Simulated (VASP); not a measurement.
A run of VASP 6.6.1 is set up as follows.

File INCAR:

```
PREC = Accurate
ENCUT = 520
EDIFF = 1E-7
ISMEAR = 0
SIGMA = 0.1
LREAL = F
LASPH = T
NELM = 80
ALGO = Fast
ISIF = 2
LWAVE = F
LCHARG = F
GGA = PS
NBANDS = 14
```

Contents of KPOINTS:

```
regular mesh
0
Gamma
  12 12 12
```

The input POSCAR:

```
ScAl
1.0
    3.3775189599      0.0000000000      0.0000000000
    0.0000000000      3.3775189599      0.0000000000
    0.0000000000      0.0000000000      3.3775189599
Sc Al
1 1
Direct
    0.5000000000      0.5000000000      0.5000000000
    0.0000000000      0.0000000000      0.0000000000
```

Potentials or basis: VASP PAW PBE potentials, release 64 (Sc_sv, Al).

The run is started by

```console
$ cat potpaw_PBE.64/Sc_sv/POTCAR potpaw_PBE.64/Al/POTCAR > POTCAR
$ mpirun -np 1 vasp_std > vasp.out
```

(1) Estimate the band gap on the k mesh.

(2) Estimate the pressure.

## Answers

(1) zero (bands 7 and 8 overlap by 1.18 eV).

(2) -2.1 GPa.

Caveat: the PAW data sets were made with another functional, which shifts forces and pressure a little.
